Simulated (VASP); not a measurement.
# AlN (I-4m2) in VASP: notebook

The runs below take AlN through single point, with r2SCAN, HSE06.

Program: VASP 6.6.1. These are calculated values, not measurements. Logs are shortened: lines on timing, memory, paths and dates and some standing lists are left out, and cuts for length are marked.

### Step 1. The cell of the first run

It takes space group I-4m2 (No. 119, tetragonal). The conventional cell has a = 3.027 Å, b = 3.027 Å, c = 4.370 Å, α = 90.00°, β = 90.00°, γ = 90.00°. Al (site symmetry -4m2) has 4 N at 1.87 Å within 2.5 Å. N (site symmetry -4m2) has 4 Al at 1.87 Å within 2.5 Å.

### Step 2. Single point, r2SCAN (biaxial xy strain -2.0%)

File POSCAR:

```
AlN
1.0
    0.0000000000      2.1403049418      2.1848764208
    2.1403049418      0.0000000000      2.1848764208
    2.1403049418      2.1403049418      0.0000000000
Al N
1 1
Direct
    0.0000000000      0.0000000000      0.0000000000
    0.2500000000      0.2500000000      0.2500000000
```

File INCAR.step1:

```
  PREC = Accurate
  ENCUT = 520
  ISMEAR = 0
  SIGMA = 0.01
  LREAL = False
  LASPH = True
  NELM = 80
  NBANDS = 11
  GGA = PE
  ALGO = Normal
  EDIFF = 1E-4
  LWAVE = True
  LCHARG = False
```

File INCAR.step2:

```
  PREC = Accurate
  ENCUT = 520
  EDIFF = 1E-6
  ISMEAR = 0
  SIGMA = 0.01
  LREAL = False
  LASPH = True
  NELM = 80
  ALGO = Normal
  ISIF = 2
  LWAVE = False
  LCHARG = True
  METAGGA = R2SCAN
  LMIXTAU = True
  LELF = True
  LVHAR = True
  NBANDS = 11
  ISTART = 1
```

File KPOINTS:

```
Automatic mesh
0
Gamma
  10 10 10
```

Potentials or basis: VASP PAW PBE potentials, release 64 (Al, N).

On the command line:

```console
$ cat potpaw_PBE.64/Al/POTCAR potpaw_PBE.64/N/POTCAR > POTCAR
$ cp INCAR.step1 INCAR
$ mpirun -np 1 vasp_std > vasp.out
$ cp INCAR.step2 INCAR
$ mpirun -np 1 vasp_std > vasp.out
```

OUTCAR:

```text
PREC = Accurate
   ENCUT = 520
   EDIFF = 1E-6
   ISMEAR = 0
   LREAL = False
   LASPH = True
   NELM = 80
   ISIF = 2
   METAGGA = R2SCAN
   ISTART = 1

 ion  position               nearest neighbor table
   1  0.000  0.000  0.000-   2 1.87   2 1.87   2 1.87   2 1.87
   2  0.250  0.250  0.250-   1 1.87   1 1.87   1 1.87   1 1.87

  LATTYP: Found a body centered tetragonal cell.
 ALAT       =     3.0268482763
 C/A-ratio  =     1.4436643144

  Lattice vectors:

 A1 = (  -2.1403049418,   0.0000000000,   2.1848764208)
 A2 = (   2.1403049418,   0.0000000000,   2.1848764208)
 A3 = (   0.0000000000,   2.1403049418,  -2.1848764208)

Analysis of symmetry for initial positions (statically):
=====================================================================
 Subroutine PRICEL returns:
 Original cell was already a primitive cell.

 Routine SETGRP: Setting up the symmetry group for a
 body centered tetragonal supercell.

 Subroutine GETGRP returns: Found  8 space group operations
 (whereof  8 operations were pure point group operations)
 out of a pool of 16 trial point group operations.

The static configuration has the point symmetry D_2d.

Analysis of symmetry for dynamics (positions and initial velocities):
=====================================================================
 Subroutine PRICEL returns:
 Original cell was already a primitive cell.

 Routine SETGRP: Setting up the symmetry group for a
 body centered tetragonal supercell.

 Subroutine GETGRP returns: Found  8 space group operations
 (whereof  8 operations were pure point group operations)
 out of a pool of 16 trial point group operations.

The dynamic configuration has the point symmetry D_2d.

 Subroutine INISYM returns: Found  8 space group operations
 (whereof  8 operations are pure point group operations),
 and found     1 'primitive' translations

----------------------------------------------------------------------------------------

                                     Primitive cell

  volume of cell :      20.0174

  direct lattice vectors                    reciprocal lattice vectors
     0.000000000  2.140304942  2.184876421    -0.233611571  0.233611571  0.228845895
     2.140304942  0.000000000  2.184876421     0.233611571 -0.233611571  0.228845895
     2.140304942  2.140304942  0.000000000     0.233611571  0.233611571 -0.228845895

  length of vectors
     3.058527459  3.058527459  3.026848276     0.401894484  0.401894484  0.401894484

  position of ions in fractional coordinates (direct lattice)
     0.000000000  0.000000000  0.000000000
     0.250000000  0.250000000  0.250000000

  ion indices of the primitive-cell ions
   primitive index   ion index
                 1           1
                 2           2

----------------------------------------------------------------------------------------

 KPOINTS: Automatic mesh

Automatic generation of k-mesh.
 Grid dimensions read from file:
 generate k-points for:   10   10   10

 Generating k-lattice:

  Cartesian coordinates                     Fractional coordinates (reciprocal lattice)
    -0.023361157  0.023361157  0.022884590     0.100000000  0.000000000  0.000000000
     0.023361157 -0.023361157  0.022884590     0.000000000  0.100000000  0.000000000
     0.023361157  0.023361157 -0.022884590     0.000000000  0.000000000  0.100000000

  Length of vectors
     0.040189448  0.040189448  0.040189448

  Shift w.r.t. Gamma in fractional coordinates (k-lattice)
     0.000000000  0.000000000  0.000000000

 Subroutine IBZKPT returns following result:
 ===========================================

 Found    102 irreducible k-points:

 Following reciprocal coordinates:
            Coordinates               Weight
  0.000000  0.000000  0.000000      1.000000
  0.100000 -0.000000  0.000000      8.000000
  0.200000 -0.000000  0.000000      8.000000
  0.300000 -0.000000  0.000000      8.000000
  0.400000  0.000000  0.000000      8.000000
  0.500000 -0.000000  0.000000      4.000000
[... 16 lines left out ...]
  0.300000  0.300000  0.000000      2.000000
  0.400000  0.300000  0.000000      8.000000
 [... further k-points ...]
   k-points           NKPTS =    102   k-points in BZ     NKDIM =    102   number of bands    NBANDS=     11
   number of dos      NEDOS =    301   number of ions     NIONS =      2
   total plane-waves  NPLWV =  13824
   dimension x,y,z NGX =    24 NGY =   24 NGZ =   24
   dimension x,y,z NGXF=    48 NGYF=   48 NGZF=   48
   ions per type =               1   1
   NGX,Y,Z   is equivalent  to a cutoff of  13.05, 13.05, 13.18 a.u.
   NGXF,Y,Z  is equivalent  to a cutoff of  26.09, 26.09, 26.36 a.u.
 SYSTEM =  unknown system
   PREC   = accura    normal or accurate (medium, high low for compatibility)
   ISTART =      1    job   : 0-new  1-cont  2-samecut
   ICHARG =      0    charge: 1-file 2-atom 10-const
   ISPIN  =      1    spin polarized calculation?
   LNONCOLLINEAR =      F non collinear calculations
   LSORBIT =      F    spin-orbit coupling
   LASPH  =      T    aspherical Exc in radial PAW
   ENCUT  =  520.0 eV  38.22 Ry    6.18 a.u.   5.69  5.69  5.63*2*pi/ulx,y,z
   NELM   =     80;   NELMIN=  2; NELMDL=  0     # of ELM steps
   EDIFF  = 0.1E-05   stopping-criterion for ELM
   LREAL  =      F    real-space projection
   EDIFFG = 0.1E-04   stopping-criterion for IOM
   NSW    =      0    number of steps for IOM
   IBRION =     -1    ionic relax: 0-MD 1-quasi-New 2-CG
   NFREE  =      0    steps in history (QN), initial steepest desc. (CG)
   ISIF   =      2    stress and relaxation
   ISYM   =      2    0-nonsym 1-usesym 2-fastsym
   POTIM  = 0.5000    time-step for ionic-motion
   TEBEG  =    0.0;   TEEND  =   0.0 temperature during run
   PSTRESS=    0.0 pullay stress
   NELECT =       8.0000    total number of electrons
   NUPDOWN=      -1.0000    fix difference up-down
   EMIN   =  10.00;   EMAX   =-10.00  energy-range for DOS
   EFERMI =   0.00;   METHOD = LEGACY
   ISMEAR =     0;   SIGMA  =   0.01  broadening in eV -4-tet -1-fermi 0-gaus
   EFERMI_NEDOS =   21; number of points for ismear=-14 and -15
   IALGO  =     38    algorithm
   IMIX   =      4    mixing-type and parameters
     AMIX     =   0.40;   BMIX     =  1.00
     AMIX_MAG =   1.60;   BMIX_MAG =  1.00
  volume/ion in A,a.u.               =      10.01        67.54
  Fermi-wavevector in a.u.,A,eV,Ry     =   1.205874  2.278772 19.784684  1.454133
  Thomas-Fermi vector in A             =   2.341558
   LORBIT       =      0    0 simple, 1 ext, 2 COOP (PROOUT), +10 PAW based schemes
   METAGGA = R2SCAN    functional components
   LHFCALC =     F    Hartree Fock is set to
   AEXX    =    0.0000 exact exchange contribution
   IVDW    =     0    specifies the selected vdW correction
   LEPSILON=     F    determine dielectric tensor
   LRPA    =     F    only Hartree local field effects (RPA)
 non-spin polarized calculation
 Gauss-broadening in eV      SIGMA  =   0.01
  energy-cutoff  :      520.00
  volume of cell :       20.02
 maximum number of plane-waves:       552
   NGX = 11   NGY = 11   NGZ = 11

 number of electron       7.9999999 magnetization

 Free energy of the ion-electron system (eV)
  ---------------------------------------------------
  ext. energy  EPLUGINS =         0.00000000
  ---------------------------------------------------
  free energy    TOTEN  =       -19.15409194 eV

  energy without entropy =      -19.15409194  energy(sigma->0) =      -19.15409194

 E-fermi :   6.2189     XC(G=0): -11.6015

 val. band max:        6.1062721933   @ k =  -0.1000   0.1000   0.0000
 cond. band min:      10.0070667373   @ k =   0.5000   0.0000   0.5000
 fundamental gap:      3.9007945439
 Fermi energy:         6.2189320733

 k-point     1 :       0.0000    0.0000    0.0000
  band No.  band energies     occupation
      1      -9.9046      2.00000
      2       6.0123      2.00000
      3       6.1051      2.00000
      4       6.1051      2.00000
      5      11.3436      0.00000
      6      20.0047      0.00000
      7      20.0047      0.00000
      8      20.0302      0.00000
      9      24.5592      0.00000
     10      25.2996      0.00000
     11      26.2115      0.00000

 k-point     2 :       0.1000   -0.0000    0.0000
  band No.  band energies     occupation
      1      -9.7506      2.00000
      2       5.2684      2.00000
      3       5.9857      2.00000
      4       6.0594      2.00000
      5      11.9946      0.00000
      6      19.6189      0.00000
      7      20.1536      0.00000
      8      20.1690      0.00000
      9      23.3841      0.00000
     10      23.9593      0.00000
     11      25.9660      0.00000

 k-point     3 :       0.2000   -0.0000    0.0000
  band No.  band energies     occupation
      1      -9.3133      2.00000
      2       3.6120      2.00000
      3       5.8362      2.00000
      4       5.9452      2.00000
      5      13.1588      0.00000
      6      18.7947      0.00000
      7      19.9001      0.00000
      8      20.1305      0.00000
      9      23.1079      0.00000
     10      23.3177      0.00000
     11      25.1088      0.00000

 k-point     4 :       0.3000   -0.0000    0.0000
  band No.  band energies     occupation
      1      -8.6810      2.00000
      2       1.8850      2.00000
      3       5.6658      2.00000
      4       5.8137      2.00000
      5      14.0522      0.00000
      6      17.9863      0.00000
      7      19.0512      0.00000
      8      19.3915      0.00000
      9      24.4439      0.00000
     10      24.4516      0.00000
     11      25.0606      0.00000

 k-point     5 :       0.4000    0.0000    0.0000
  band No.  band energies     occupation
      1      -8.0534      2.00000
      2       0.5377      2.00000
      3       5.5367      2.00000
      4       5.7143      2.00000
      5      14.5130      0.00000
      6      17.4094      0.00000
      7      18.3635      0.00000
      8      18.7255      0.00000
      9      25.5269      0.00000
     10      26.4594      0.00000
     11      26.6644      0.00000
[... 211 lines left out ...]
 k-point    21 :      -0.3000    0.2000    0.0000
  band No.  band energies     occupation
      1      -7.8801      2.00000
      2       1.2812      2.00000
      3       3.7222      2.00000
      4       5.6449      2.00000
      5      15.0203      0.00000
      6      16.4829      0.00000
      7      19.1128      0.00000
      8      19.6702      0.00000
      9      23.9448      0.00000
     10      26.8126      0.00000
     11      28.8858      0.00000

 k-point    22 :      -0.2000    0.2000    0.0000
  band No.  band energies     occupation
      1      -8.4589      2.00000
      2       2.1623      2.00000
      3       4.2562      2.00000
      4       5.9039      2.00000
      5      14.7707      0.00000
      6      17.3895      0.00000
      7      18.6624      0.00000
      8      19.8881      0.00000
      9      22.4069      0.00000
     10      26.4200      0.00000
     11      28.5723      0.00000

 k-point    23 :       0.3000    0.3000    0.0000
  band No.  band energies     occupation
      1      -8.3271      2.00000
      2       2.3939      2.00000
      3       4.8791      2.00000
      4       4.8791      2.00000
      5      12.1837      0.00000
      6      17.1199      0.00000
      7      19.1445      0.00000
      8      22.2800      0.00000
      9      22.2800      0.00000
     10      28.1377      0.00000
     11      31.9454      0.00000

 k-point    24 :       0.4000    0.3000    0.0000
  band No.  band energies     occupation
      1      -7.8520      2.00000
      2       1.7241      2.00000
      3       4.3744      2.00000
      4       4.7201      2.00000
      5      11.7611      0.00000
      6      16.9629      0.00000
      7      19.6659      0.00000
      8      22.3562      0.00000
      9      22.9182      0.00000
     10      29.1765      0.00000
     11      31.6241      0.00000

 [... further k-points ...]
[... 5 lines left out ...]
  --------------------------------------------------------------------------------------
  -------------------------------------------------------------------------------------
  Total        1.2538026      1.2538026      0.8621248      0.0000000      0.0000000      0.0000000
  in kB      100.3532803    100.3532803     69.0037288      0.0000000      0.0000000      0.0000000
  external PRESSURE =      89.9034298 kB  Pullay stress =       0.0000000 kB

 VOLUME and BASIS-vectors are now :
 -----------------------------------------------------------------------------
  energy-cutoff  :      520.00
  volume of cell :       20.02
      direct lattice vectors                 reciprocal lattice vectors
     0.000000000  2.140304942  2.184876421    -0.233611571  0.233611571  0.228845895
     2.140304942  0.000000000  2.184876421     0.233611571 -0.233611571  0.228845895
     2.140304942  2.140304942  0.000000000     0.233611571  0.233611571 -0.228845895

 POSITION                                       TOTAL-FORCE (eV/Angst)
 -----------------------------------------------------------------------------------
      0.00000      0.00000      0.00000        -0.000000     -0.000000     -0.000000
      1.07015      1.07015      1.09244         0.000000      0.000000      0.000000
 -----------------------------------------------------------------------------------
    total drift:                               -0.000001     -0.000001     -0.000002

  FREE ENERGIE OF THE ION-ELECTRON SYSTEM (eV)
  ---------------------------------------------------
  free  energy   TOTEN  =       -19.1540919367 eV

  energy  without entropy=      -19.1540919367  energy(sigma->0) =      -19.15409194
```

Wall time 52 s (1 thread of AMD EPYC 9R45 (Zen 5), shared host); peak memory 0.12 GiB.

Results:

```
Free energy            : -19.1541 eV
Pressure               : 9.0 GPa
Band gap on the k mesh : 3.90 eV, indirect (least direct gap 5.24 eV)
```

Caveat: the cell differs from its parent crystal (biaxial xy strain -2.0%); the PAW data sets were made with another functional, which shifts forces and pressure a little. A k mesh can miss the band edges.

### Step 3. Single point, r2SCAN (epitaxial xy strain -1.1%)

File POSCAR:

```
AlN
1.0
    0.0000000000      2.1619352184      2.2083864800
    2.1619352184      0.0000000000      2.2083864800
    2.1619352184      2.1619352184      0.0000000000
Al N
1 1
Direct
    0.0000000000      0.0000000000      0.0000000000
    0.2500000000      0.2500000000      0.2500000000
```

File INCAR.step1:

```
SYSTEM = AlN
ALGO = Normal
EDIFF = 1E-4
ENCUT = 520
GGA = PE
ISMEAR = 0
LASPH = .TRUE.
LCHARG = .FALSE.
LREAL = .FALSE.
LWAVE = .TRUE.
NBANDS = 11
NELM = 100
PREC = Accurate
SIGMA = 0.01
```

File INCAR.step2:

```
SYSTEM = AlN
ALGO = Normal
EDIFF = 1E-6
ENCUT = 520
ISIF = 2
ISMEAR = 0
ISTART = 1
LASPH = .TRUE.
LCHARG = .TRUE.
LELF = .TRUE.
LMIXTAU = .TRUE.
LREAL = .FALSE.
LVHAR = .TRUE.
LWAVE = .FALSE.
METAGGA = R2SCAN
NBANDS = 11
NELM = 100
PREC = Accurate
SIGMA = 0.01
```

File KPOINTS:

```
k-points
0
G
  10 10 10
  0 0 0
```

Potentials or basis: VASP PAW PBE potentials, release 64 (Al, N).

On the command line:

```console
$ cat potpaw_PBE.64/Al/POTCAR potpaw_PBE.64/N/POTCAR > POTCAR
$ cp INCAR.step1 INCAR
$ mpirun -np 1 vasp_std > vasp.out
$ cp INCAR.step2 INCAR
$ mpirun -np 1 vasp_std > vasp.out
```

Run time: 51 s. Hardware: 1 thread of AMD EPYC 9R45 (Zen 5), shared host; peak memory 0.12 GiB.

It converged, with:

| Property | Result |
| --- | --- |
| Free energy | -19.1755 eV |
| Pressure | 1.8 GPa |
| Band gap on the k mesh | 3.88 eV, indirect (least direct gap 4.94 eV) |

Stress tensor (GPa, compression positive):
```
 2.92  0.00  0.00
 0.00  2.92  0.00
 0.00  0.00 -0.39
```

Levels at points of the mesh, in eV from the valence-band top:
| k point | band 1 | band 2 | band 3 | band 4 | band 5 | band 6 | band 7 | band 8 |
| --- | --- | --- | --- | --- | --- | --- | --- | --- |
| (0.00, 0.00, 0.00) | -15.83 | -0.09 | 0.00 | 0.00 | 4.94 | 13.58 | 13.58 | 13.60 |
| (0.50, 0.00, 0.00) | -13.79 | -5.97 | -0.61 | -0.42 | 8.25 | 10.86 | 11.80 | 12.18 |
| (0.50, 0.50, 0.00) | -13.21 | -5.15 | -1.73 | -1.73 | 3.98 | 9.73 | 15.03 | 17.16 |
| (0.50, 0.00, 0.50) | -13.12 | -4.94 | -1.91 | -1.91 | 3.88 | 9.39 | 15.43 | 16.64 |

Caveat: the cell differs from its parent crystal (epitaxial xy strain -1.1%); the PAW data sets were made with another functional, which shifts forces and pressure a little.

### Step 4. Single point, HSE06 (epitaxial xy strain -1.1%)

POSCAR is that of step 3.

File INCAR.step1:

```
SYSTEM = AlN
ALGO = Normal ; EDIFF = 1E-5
ENCUT = 520 ; GGA = PE
ISIF = 2 ; ISMEAR = 0
LASPH = .TRUE. ; LREAL = .FALSE.
LWAVE = .TRUE. ; NBANDS = 11
NELM = 80 ; PREC = Accurate
SIGMA = 0.01
```

File INCAR.step2:

```
SYSTEM = AlN
ALGO = Normal ; EDIFF = 1E-6
ENCUT = 520 ; GGA = PE
HFSCREEN = 0.2079 ; ISIF = 2
ISMEAR = 0 ; ISTART = 1
LASPH = .TRUE. ; LCHARG = .TRUE.
LELF = .TRUE. ; LHFCALC = .TRUE.
LREAL = .FALSE. ; LVHAR = .TRUE.
LWAVE = .FALSE. ; NBANDS = 11
NELM = 80 ; PREC = Accurate
PRECFOCK = Normal ; SIGMA = 0.01
```

File KPOINTS:

```
k-points
0
G
  8 8 8
  0 0 0
```

On the command line:

```console
$ cat potpaw_PBE.64/Al/POTCAR potpaw_PBE.64/N/POTCAR > POTCAR
$ cp INCAR.step1 INCAR
$ mpirun -np 1 vasp_std > vasp.out
$ cp INCAR.step2 INCAR
$ mpirun -np 1 vasp_std > vasp.out
```

Run time: 42 min. Hardware: 1 thread of Intel Xeon Platinum 8375C at 2.90GHz (Ice Lake), shared host; peak memory 0.26 GiB.

It converged, with:

```
Free energy            : -17.3927 eV
Pressure               : 1.4 GPa
Band gap on the k mesh : 4.50 eV, indirect (least direct gap 5.61 eV)
```

Stress tensor (GPa, compression positive):
```
 2.47  0.00  0.00
 0.00  2.47  0.00
 0.00  0.00 -0.78
```

Levels at points of the mesh, in eV from the valence-band top:
| k point | band 2 | band 3 | band 4 | band 5 | band 6 | band 7 |
| --- | --- | --- | --- | --- | --- | --- |
| (0.00, 0.00, 0.00) | -0.09 | 0.00 | 0.00 | 5.61 | 14.30 | 14.30 |
| (0.50, 0.00, 0.00) | -6.42 | -0.67 | -0.47 | 8.91 | 11.68 | 12.61 |
| (0.50, 0.50, 0.00) | -5.54 | -1.87 | -1.87 | 4.60 | 10.33 | 15.94 |
| (0.50, 0.00, 0.50) | -5.32 | -2.06 | -2.06 | 4.50 | 10.00 | 16.33 |

Caveat: the cell differs from its parent crystal (epitaxial xy strain -1.1%); the PAW data sets were made with another functional, which shifts forces and pressure a little. A k mesh can miss the band edges.

### Step 5. Summary

| level | cell | k mesh | grid for exact exchange (PRECFOCK) | screening parameter | gap on the mesh (eV) | pressure (GPa) |
| --- | --- | --- | --- | --- | --- | --- |
| r2SCAN | a = 3.059, b = 3.059, c = 3.027 Å, angles 60.3, 60.3, 59.3°, 2 atoms | 10 × 10 × 10 | - | - | 3.90 | 9.0 |
| r2SCAN | a = 3.090, b = 3.090, c = 3.057 Å, angles 60.4, 60.4, 59.3°, 2 atoms | 10 × 10 × 10 | - | - | 3.88 | 1.8 |
| HSE06 | a = 3.090, b = 3.090, c = 3.057 Å, angles 60.4, 60.4, 59.3°, 2 atoms | 8 × 8 × 8 | Normal | 0.2079 1/Å | 4.50 | 1.4 |

Alike in all rows: task single point; potentials or basis VASP PAW PBE potentials, release 64 (Al, N); no spin polarisation; cutoff (eV) 520; smearing gaussian 0.01 eV.

Caveats: the PAW data sets were made with another functional, which shifts forces and pressure a little.

Absolute energies hang on the potentials; compare differences alone.
